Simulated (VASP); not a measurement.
Set up this calculation in VASP 6.6.1, as the native input.

```
Task                   : single point
Functional             : PBE
Potentials or basis    : VASP PAW PBE potentials, release 64 (Ga_d, O)
Cutoff                 : 520 eV
k mesh                 : 12 × 12 × 12
Occupations            : gaussian, width 0.1 eV
Spin                   : no spin polarisation
Dipole correction      : no
Further INCAR settings : ALGO = Normal; EDIFF = 1e-07; NBANDS = 30
```

The structure of Ga3O lies in POSCAR:

```
Ga3O
1.0
    4.0047344961      0.0000000000      0.0000000000
    0.0000000000      4.0047344961      0.0000000000
    0.0000000000      0.0000000000      4.0047344961
Ga O
3 1
Direct
    0.0000000000      0.5000000000      0.5000000000
    0.5000000000      0.0000000000      0.5000000000
    0.5000000000      0.5000000000      0.0000000000
    0.0000000000      0.0000000000      0.0000000000
```

One way to write it, as run:

INCAR

```
SYSTEM = Ga3O
PREC = Accurate ; ENCUT = 520
EDIFF = 1E-7 ; ISMEAR = 0
SIGMA = 0.1 ; LREAL = .False.
LASPH = .True. ; NELM = 100
ALGO = Normal ; ISIF = 2
LWAVE = .False. ; LCHARG = .False.
GGA = PE ; NBANDS = 30
```

KPOINTS

```
regular mesh
0
Gamma
  12 12 12
  0 0 0
```

Potentials or basis: VASP PAW PBE potentials, release 64 (Ga_d, O).

The run is started by

```bash
$ cat potpaw_PBE.64/Ga_d/POTCAR potpaw_PBE.64/O/POTCAR > POTCAR
$ mpirun -np 1 vasp_std > vasp.out
```

It gave:

```yaml
Pressure: 0.1 GPa
Band_gap_on_the_k_mesh: zero (an odd number of electrons rules out a gap without spin polarisation)
```

Run time: 2.8 min on 1 thread of Intel Xeon 8259CL (shared host), peak memory 0.26 GiB.
